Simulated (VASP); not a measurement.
# Rh (Pm-3m) in VASP: single point with LDA

Aim: the single point of Rh with LDA.

All numbers are computed with VASP 6.6.1; they aren't measurements. Logs are shortened: lines on timing, memory, paths and dates and some standing lists are left out, and cuts for length are marked.

## Step 1: The cell of the first run

Symmetry: Pm-3m, No. 221, cubic system. Conventional cell: a = 2.481 Å, b = 2.481 Å, c = 2.481 Å, α = 90.00°, β = 90.00°, γ = 90.00°. Within 3.3 Å of Rh (site symmetry m-3m) lie 6 Rh at 2.48 Å.

This isn't the form of Rh at room conditions, which is fcc.

## Step 2: Single point, LDA

Contents of INCAR:

```
PREC = Accurate ; ENCUT = 530
EDIFF = 1E-6 ; ISMEAR = 0
SIGMA = 0.1 ; LREAL = False
LASPH = True ; NELM = 120
ALGO = Normal ; ISIF = 2
LWAVE = False ; LCHARG = False
GGA = CA ; NBANDS = 14
GGA_COMPAT = False
```

Contents of KPOINTS:

```
Automatic mesh
0
Gamma
  10 10 10
```

Contents of POSCAR:

```
Rh
1.0
    2.4807101097      0.0000000000      0.0000000000
    0.0000000000      2.4807101097      0.0000000000
    0.0000000000      0.0000000000      2.4807101097
Rh
1
Direct
    0.0000000000      0.0000000000      0.0000000000
```

Potentials or basis: VASP PAW LDA potentials, release 64 (Rh_sv_GW).

The run is started by

```
cat potpaw_LDA.64/Rh_sv_GW/POTCAR > POTCAR
mpirun -np 1 vasp_std > vasp.out
```

OUTCAR:

```text
PREC = Accurate
   ENCUT = 530
   EDIFF = 1E-6
   ISMEAR = 0
   LREAL = False
   LASPH = True
   NELM = 120
   ISIF = 2
   GGA = CA

 ion  position               nearest neighbor table
   1  0.000  0.000  0.000-

  LATTYP: Found a simple cubic cell.
 ALAT       =     2.4807101097

  Lattice vectors:

 A1 = (   2.4807101097,   0.0000000000,   0.0000000000)
 A2 = (   0.0000000000,   2.4807101097,   0.0000000000)
 A3 = (   0.0000000000,   0.0000000000,   2.4807101097)

Analysis of symmetry for initial positions (statically):
=====================================================================
 Subroutine PRICEL returns:
 Original cell was already a primitive cell.

 Routine SETGRP: Setting up the symmetry group for a
 simple cubic supercell.

 Subroutine GETGRP returns: Found 48 space group operations
 (whereof 48 operations were pure point group operations)
 out of a pool of 48 trial point group operations.

The static configuration has the point symmetry O_h .

Analysis of symmetry for dynamics (positions and initial velocities):
=====================================================================
 Subroutine PRICEL returns:
 Original cell was already a primitive cell.

 Routine SETGRP: Setting up the symmetry group for a
 simple cubic supercell.

 Subroutine GETGRP returns: Found 48 space group operations
 (whereof 48 operations were pure point group operations)
 out of a pool of 48 trial point group operations.

The dynamic configuration has the point symmetry O_h .

 Subroutine INISYM returns: Found 48 space group operations
 (whereof 48 operations are pure point group operations),
 and found     1 'primitive' translations

----------------------------------------------------------------------------------------

                                     Primitive cell

  volume of cell :      15.2661

  direct lattice vectors                    reciprocal lattice vectors
     2.480710110  0.000000000  0.000000000     0.403110382  0.000000000  0.000000000
     0.000000000  2.480710110  0.000000000     0.000000000  0.403110382  0.000000000
     0.000000000  0.000000000  2.480710110     0.000000000  0.000000000  0.403110382

  length of vectors
     2.480710110  2.480710110  2.480710110     0.403110382  0.403110382  0.403110382

  position of ions in fractional coordinates (direct lattice)
     0.000000000  0.000000000  0.000000000

  ion indices of the primitive-cell ions
   primitive index   ion index
                 1           1

----------------------------------------------------------------------------------------

 KPOINTS: Automatic mesh

Automatic generation of k-mesh.
 Grid dimensions read from file:
 generate k-points for:   10   10   10

 Generating k-lattice:

  Cartesian coordinates                     Fractional coordinates (reciprocal lattice)
     0.040311038  0.000000000  0.000000000     0.100000000  0.000000000  0.000000000
     0.000000000  0.040311038  0.000000000     0.000000000  0.100000000  0.000000000
     0.000000000  0.000000000  0.040311038     0.000000000  0.000000000  0.100000000

  Length of vectors
     0.040311038  0.040311038  0.040311038

  Shift w.r.t. Gamma in fractional coordinates (k-lattice)
     0.000000000  0.000000000  0.000000000

 Subroutine IBZKPT returns following result:
 ===========================================

 Found     56 irreducible k-points:

 Following reciprocal coordinates:
            Coordinates               Weight
  0.000000  0.000000  0.000000      1.000000
  0.100000  0.000000  0.000000      6.000000
  0.200000  0.000000  0.000000      6.000000
  0.300000  0.000000  0.000000      6.000000
  0.400000  0.000000  0.000000      6.000000
  0.500000  0.000000  0.000000      3.000000
[... 16 lines left out ...]
  0.200000  0.100000  0.100000     24.000000
  0.300000  0.100000  0.100000     24.000000
 [... further k-points ...]
   k-points           NKPTS =     56   k-points in BZ     NKDIM =     56   number of bands    NBANDS=     14
   number of dos      NEDOS =    301   number of ions     NIONS =      1
   total plane-waves  NPLWV =   8000
   dimension x,y,z NGX =    20 NGY =   20 NGZ =   20
   dimension x,y,z NGXF=    40 NGYF=   40 NGZF=   40
   ions per type =               1
   NGX,Y,Z   is equivalent  to a cutoff of  13.40, 13.40, 13.40 a.u.
   NGXF,Y,Z  is equivalent  to a cutoff of  26.81, 26.81, 26.81 a.u.
 SYSTEM =  unknown system
   PREC   = accura    normal or accurate (medium, high low for compatibility)
   ISTART =      0    job   : 0-new  1-cont  2-samecut
   ICHARG =      2    charge: 1-file 2-atom 10-const
   ISPIN  =      1    spin polarized calculation?
   LNONCOLLINEAR =      F non collinear calculations
   LSORBIT =      F    spin-orbit coupling
   LASPH  =      T    aspherical Exc in radial PAW
   ENCUT  =  530.0 eV  38.95 Ry    6.24 a.u.   4.66  4.66  4.66*2*pi/ulx,y,z
   NELM   =    120;   NELMIN=  2; NELMDL= -5     # of ELM steps
   EDIFF  = 0.1E-05   stopping-criterion for ELM
   LREAL  =      F    real-space projection
   EDIFFG = 0.1E-04   stopping-criterion for IOM
   NSW    =      0    number of steps for IOM
   IBRION =     -1    ionic relax: 0-MD 1-quasi-New 2-CG
   NFREE  =      0    steps in history (QN), initial steepest desc. (CG)
   ISIF   =      2    stress and relaxation
   ISYM   =      2    0-nonsym 1-usesym 2-fastsym
   POTIM  = 0.5000    time-step for ionic-motion
   TEBEG  =    0.0;   TEEND  =   0.0 temperature during run
   PSTRESS=    0.0 pullay stress
   NELECT =      17.0000    total number of electrons
   NUPDOWN=      -1.0000    fix difference up-down
   EMIN   =  10.00;   EMAX   =-10.00  energy-range for DOS
   EFERMI =   0.00;   METHOD = LEGACY
   ISMEAR =     0;   SIGMA  =   0.10  broadening in eV -4-tet -1-fermi 0-gaus
   EFERMI_NEDOS =   21; number of points for ismear=-14 and -15
   IALGO  =     38    algorithm
   IMIX   =      4    mixing-type and parameters
     AMIX     =   0.40;   BMIX     =  1.00
     AMIX_MAG =   1.60;   BMIX_MAG =  1.00
  volume/ion in A,a.u.               =      15.27       103.02
  Fermi-wavevector in a.u.,A,eV,Ry     =   1.696870  3.206618 39.176156  2.879366
  Thomas-Fermi vector in A             =   2.777654
   LORBIT       =      0    0 simple, 1 ext, 2 COOP (PROOUT), +10 PAW based schemes
   GGA     = CA    functional components
   LHFCALC =     F    Hartree Fock is set to
   AEXX    =    0.0000 exact exchange contribution
   IVDW    =     0    specifies the selected vdW correction
   LEPSILON=     F    determine dielectric tensor
   LRPA    =     F    only Hartree local field effects (RPA)
 non-spin polarized calculation
 Gauss-broadening in eV      SIGMA  =   0.10
  energy-cutoff  :      530.00
  volume of cell :       15.27
 maximum number of plane-waves:       441
 NGX is ok and might be reduce to    20
   NGX =  9   NGY =  9   NGZ =  9

 number of electron      16.9999987 magnetization

 Free energy of the ion-electron system (eV)
  ---------------------------------------------------
  ext. energy  EPLUGINS =         0.00000000
  ---------------------------------------------------
  free energy    TOTEN  =        -6.93017455 eV

  energy without entropy =       -6.92106278  energy(sigma->0) =       -6.92561866

 E-fermi :   8.9759     XC(G=0): -13.6042

 val. band max:        8.9693691731   @ k =   0.2000   0.0000   0.0000
 cond. band min:       8.9822614782   @ k =   0.4000   0.2000   0.1000
 fundamental gap:      0.0128923051
 Fermi energy:         8.9759279000

 k-point     1 :       0.0000    0.0000    0.0000
  band No.  band energies     occupation
      1     -69.1869      2.00000
      2     -36.8459      2.00000
      3     -36.8459      2.00000
      4     -36.8459      2.00000
      5       1.7919      2.00000
      6       3.4266      2.00000
      7       3.4266      2.00000
      8       9.8944      0.00000
      9       9.8944      0.00000
     10       9.8944      0.00000
     11      26.0907      0.00000
     12      26.0907      0.00000
     13      26.0907      0.00000
     14      33.9345      0.00000

 k-point     2 :       0.1000    0.0000    0.0000
  band No.  band energies     occupation
      1     -69.1768      2.00000
      2     -36.9325      2.00000
      3     -36.8390      2.00000
      4     -36.8390      2.00000
      5       2.0843      2.00000
      6       3.4878      2.00000
      7       3.7249      2.00000
      8       9.6225      0.00000
      9       9.6225      0.00000
     10       9.9150      0.00000
     11      24.3705      0.00000
     12      26.6207      0.00000
     13      26.6207      0.00000
     14      32.3878      0.00000

 k-point     3 :       0.2000    0.0000    0.0000
  band No.  band energies     occupation
      1     -69.1505      2.00000
      2     -37.1569      2.00000
      3     -36.8194      2.00000
      4     -36.8194      2.00000
      5       2.7618      2.00000
      6       3.6527      2.00000
      7       4.7000      2.00000
      8       8.9694      1.07390
      9       8.9694      1.07390
     10       9.9714      0.00000
     11      21.3937      0.00000
     12      28.0123      0.00000
     13      28.0123      0.00000
     14      30.0526      0.00000

 k-point     4 :       0.3000    0.0000    0.0000
  band No.  band energies     occupation
      1     -69.1177      2.00000
      2     -37.4277      2.00000
      3     -36.7949      2.00000
      4     -36.7949      2.00000
      5       3.4958      2.00000
      6       3.8650      2.00000
      7       6.3048      2.00000
      8       8.2512      2.00000
      9       8.2512      2.00000
     10      10.0425      0.00000
     11      18.6298      0.00000
     12      28.0975      0.00000
     13      29.8433      0.00000
     14      29.8433      0.00000

 k-point     5 :       0.4000    0.0000    0.0000
  band No.  band energies     occupation
      1     -69.0911      2.00000
      2     -37.6428      2.00000
      3     -36.7754      2.00000
      4     -36.7754      2.00000
      5       4.0446      2.00000
      6       4.0920      2.00000
      7       7.7248      2.00000
      8       7.7248      2.00000
      9       8.0049      2.00000
     10      10.1000      0.00000
     11      16.5412      0.00000
[... 276 lines left out ...]
 k-point    22 :       0.1000    0.1000    0.1000
  band No.  band energies     occupation
      1     -69.1568      2.00000
      2     -36.9237      2.00000
      3     -36.9146      2.00000
      4     -36.9146      2.00000
      5       2.6855      2.00000
      6       3.9462      2.00000
      7       3.9462      2.00000
      8       9.3238      0.00000
      9       9.3972      0.00000
     10       9.3972      0.00000
     11      25.0250      0.00000
     12      25.3881      0.00000
     13      25.3881      0.00000
     14      33.5176      0.00000

 k-point    23 :       0.2000    0.1000    0.1000
  band No.  band energies     occupation
      1     -69.1306      2.00000
      2     -37.1400      2.00000
      3     -36.9000      2.00000
      4     -36.8944      2.00000
      5       3.3524      2.00000
      6       4.1094      2.00000
      7       4.8574      2.00000
      8       8.6925      1.99994
      9       8.7876      1.99225
     10       9.4494      0.00000
     11      22.2049      0.00000
     12      26.1529      0.00000
     13      26.4988      0.00000
     14      31.8078      0.00000

 k-point    24 :       0.3000    0.1000    0.1000
  band No.  band energies     occupation
      1     -69.0980      2.00000
      2     -37.4088      2.00000
      3     -36.8749      2.00000
      4     -36.8694      2.00000
      5       4.0432      2.00000
      6       4.3251      2.00000
      7       6.0633      2.00000
      8       7.9162      2.00000
      9       8.5995      2.00000
     10       9.5404      0.00000
     11      19.3145      0.00000
     12      27.2452      0.00000
     13      27.4058      0.00000
     14      31.0879      0.00000

 [... further k-points ...]

------------------------ aborting loop because EDIFF is reached ----------------------------------------

  FORCE on cell =-STRESS in cart. coord.  units (eV):
  Direction    XX          YY          ZZ          XY          YZ          ZX
  --------------------------------------------------------------------------------------
  -------------------------------------------------------------------------------------
  Total       -0.1722026     -0.1722026     -0.1722026      0.0000000      0.0000000      0.0000000
  in kB      -18.0726694    -18.0726694    -18.0726694      0.0000000      0.0000000      0.0000000
  external PRESSURE =     -18.0726694 kB  Pullay stress =       0.0000000 kB

 VOLUME and BASIS-vectors are now :
 -----------------------------------------------------------------------------
  energy-cutoff  :      530.00
  volume of cell :       15.27
      direct lattice vectors                 reciprocal lattice vectors
     2.480710110  0.000000000  0.000000000     0.403110382  0.000000000  0.000000000
     0.000000000  2.480710110  0.000000000     0.000000000  0.403110382  0.000000000
     0.000000000  0.000000000  2.480710110     0.000000000  0.000000000  0.403110382

 POSITION                                       TOTAL-FORCE (eV/Angst)
 -----------------------------------------------------------------------------------
      0.00000      0.00000      0.00000         0.000000      0.000000      0.000000
 -----------------------------------------------------------------------------------
    total drift:                               -0.000000     -0.000000     -0.000000

  FREE ENERGIE OF THE ION-ELECTRON SYSTEM (eV)
  ---------------------------------------------------
  free  energy   TOTEN  =        -6.9301745459 eV

  energy  without entropy=       -6.9210627752  energy(sigma->0) =       -6.92561866
```

Wall time 11 s (1 thread of AMD EPYC 7R13 (Zen 3), shared host); peak memory 0.1 GiB.

What came out:

```
Free energy            : -6.9302 eV
Pressure               : -1.8 GPa
Band gap on the k mesh : zero (an odd number of electrons rules out a gap without spin polarisation)
```
